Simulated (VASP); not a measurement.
Write the native input for VASP 6.6.1 that does the following.

* Task: single point
* Functional: PBE
* Potentials or basis: VASP PAW PBE potentials, release 64 (Na_pv, Mg, Bi_d, O)
* Cutoff: 520 eV
* k mesh: 6 × 4 × 4
* Occupations: gaussian, width 0.01 eV
* Spin: no spin polarisation
* Dipole correction: no
* Further INCAR settings: ALGO = Normal; EDIFF = 1e-06; NBANDS = 41

The structure of Na3MgBiO4 lies in POSCAR:

```
Na3MgBiO4
1.0
    3.3478810000      0.0000000000      0.0000000000
    0.0000000000      3.2778160000      5.8582530000
    0.0000000000     -3.2778160000      5.8582530000
Na Mg Bi O
3 1 1 4
Direct
    0.0000000000      0.0435680000      0.5363680000
    0.5000000000      0.9302330000      0.9302330000
    0.0000000000      0.5363680000      0.0435680000
    0.0000000000      0.1126540000      0.1126540000
    0.5000000000      0.5535980000      0.5535980000
    0.0000000000      0.2426690000      0.7636750000
    0.5000000000      0.2051690000      0.2051690000
    0.0000000000      0.7636750000      0.2426690000
    0.5000000000      0.7370080000      0.7370080000
```

One way to write it, as run:

INCAR

```
SYSTEM = Na3MgBiO4
ALGO = Normal ; EDIFF = 1E-6
ENCUT = 520 ; GGA = PE
ISIF = 2 ; ISMEAR = 0
LASPH = .TRUE. ; LCHARG = .TRUE.
LELF = .TRUE. ; LREAL = .FALSE.
LVHAR = .TRUE. ; LWAVE = .FALSE.
NBANDS = 41 ; NELM = 100
PREC = Accurate ; SIGMA = 0.01
```

KPOINTS

```
k-points
0
G
  6 4 4
  0 0 0
```

Potentials or basis: VASP PAW PBE potentials, release 64 (Na_pv, Mg, Bi_d, O).

Launch:

```console
$ cat potpaw_PBE.64/Na_pv/POTCAR potpaw_PBE.64/Mg/POTCAR potpaw_PBE.64/Bi_d/POTCAR potpaw_PBE.64/O/POTCAR > POTCAR
$ mpirun -np 1 vasp_std > vasp.out
```

It gave:

The pressure is 0.0 GPa. The largest force is 0.136 eV/Å and the band gap on the k mesh is 2.27 eV (least direct gap 2.47 eV).

Caveat: spin-orbit coupling is left out, which moves the levels of the heavy elements.

Wall time 3 min on 1 thread of Intel(R) Xeon(R) Platinum 8259CL CPU @ 2.50GHz (Skylake/Cascade Lake), on a shared host, peak memory 0.33 GiB.
